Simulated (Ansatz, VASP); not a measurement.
# AgCl: VASP beside Ansatz

The input INCAR:

```
SYSTEM = AgCl
  ALGO = Normal
  EDIFF = 1E-8
  ENCUT = 520
  GGA = PE
  ISIF = 2
  ISMEAR = -1
  LASPH = .TRUE.
  LCHARG = .FALSE.
  LEFG = .TRUE.
  LREAL = .FALSE.
  LWAVE = .FALSE.
  NBANDS = 16
  NELM = 60
  PREC = Accurate
  SIGMA = 0.08
```

File KPOINTS:

```
k-points
0
G
  12 12 12
  0 0 0
```

The input POSCAR:

```
AgCl
1.0
    0.0000000000      2.8052039605      2.8052039605
    2.8052039605      0.0000000000      2.8052039605
    2.8052039605      2.8052039605      0.0000000000
Ag Cl
1 1
Direct
    0.0000000000      0.0000000000      0.0126033616
    0.5000000000      0.5000000000      0.5000000000
```

Input for Ansatz:

```yaml
crystal:
  lattice:
    - [0.0, 2.8052039605, 2.8052039605]
    - [2.8052039605, 0.0, 2.8052039605]
    - [2.8052039605, 2.8052039605, 0.0]
  atoms:
    - { symbol: Ag, position: [0.0, 0.0, 0.0126033616] }
    - { symbol: Cl, position: [0.5, 0.5, 0.5] }
kpoints:
  mp_grid: { grid: [12, 12, 12] }
scf:
  occupations: { method: fermi_dirac, width: 0.08 }
hamiltonian:
  xc: pbe
  pseudopotentials: { kind: paw }
output:
  forces: true
  stress: true
  eigenvalues: true
  efg: { contact_densities: true }
```

Alike in both runs: task electric field gradients; functional PBE; k mesh 12 × 12 × 12; occupations fermi-dirac, width 0.08 eV; no spin polarisation.

```csv
,VASP,Ansatz
version,VASP 6.6.1,Ansatz 0.2.0
potentials or method,"VASP PAW PBE potentials, release 64 (Ag, Cl)","PAW with Ansatz's default frozen-core files, scalar-relativistic"
plane-wave cutoff (eV),520,420
valence electrons in the cell,18,26
```

```csv
,VASP,Ansatz,Ansatz less VASP
pressure (GPa),-0.1,0.1,+0.13
rms of the force components (eV/Å),0.024,0.024,+0.0005
size of Vzz on the site where it differs most (V/Å²),0.6,0.6,-0.05
```

Atom by atom the forces differ by 0.000 eV/Å (rms over components). With one functional, cell and mesh, what is left measures potentials, basis and numerics. VASP's potentials hold 18 valence electrons a cell and Ansatz's 26, so a difference there can come from the potentials and not from the codes.
